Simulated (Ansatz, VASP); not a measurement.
# Two plane-wave programs on InSb

Contents of INCAR:

```
  ALGO = Normal
  EDIFF = 1E-7
  ENCUT = 520
  ISIF = 2
  ISMEAR = 0
  LASPH = T
  LCHARG = F
  LREAL = F
  LWAVE = F
  NBANDS = 16
  NELM = 80
  PREC = Accurate
  SIGMA = 0.15
```

File KPOINTS:

```
k-points
0
Gamma
  16 16 8
```

File POSCAR:

```
InSb
1.0
    2.8897602212      0.0000000000      0.0000000000
    0.0000000000      2.8897602212      0.0000000000
    0.0000000000      0.0000000000      6.5375045485
In Sb
1 1
Direct
    0.0000000000      0.0000000000      0.0000000000
    0.0000000000      0.0000000000      0.5000000000
```

Input for Ansatz:

```yaml
crystal:
  lattice:
    - [2.8897602212, 0.0, 0.0]
    - [0.0, 2.8897602212, 0.0]
    - [0.0, 0.0, 6.5375045485]
  atoms:
    - { symbol: In, position: [0.0, 0.0, 0.0] }
    - { symbol: Sb, position: [0.0, 0.0, 0.5] }
basis:
  ecutwfc: 420
kpoints:
  mp_grid: { grid: [16, 16, 8] }
hamiltonian:
  xc: lda
  pseudopotentials: { kind: paw, azcp: { folder: soft_1 } }
scf:
  occupations: { method: gaussian, width: 0.15 }
output:
  forces: true
  stress: true
  eigenvalues: true
  write_density: true
  write_potential: true
  elf: true
  volumetric_format: npy
```

Alike in both runs: task single point; functional LDA; k mesh 16 × 16 × 8; occupations gaussian, width 0.15 eV; no spin polarisation.

|  | VASP | Ansatz |
| --- | --- | --- |
| version | VASP 6.6.1 | Ansatz 0.2.0 |
| potentials or method | VASP PAW LDA potentials, release 64 (In_d, Sb), cutoff 520 eV | scalar-relativistic, plane waves, PAW |
| valence electrons in the cell | 18 | 28 |

|  | VASP | Ansatz | Ansatz less VASP |
| --- | --- | --- | --- |
| gap on the k mesh at the Fermi level (eV) | none | none | - |
| pressure (GPa) | 2.0 | 1.9 | -0.18 |
| traceless stress, the component that is largest in VASP (GPa) | -8.41 | -8.27 | +0.142 |

Ansatz warns that its potentials were made for another functional, while VASP's fit it. LDA's correlation is that of Perdew and Zunger in VASP and of Perdew and Wang (1992) in Ansatz. A gap of «none» marks a metal or a gap that the smearing closes. VASP's potentials hold 18 valence electrons a cell and Ansatz's 28, so a difference there can come from the potentials and not from the codes.

Neither program's run includes spin-orbit coupling.
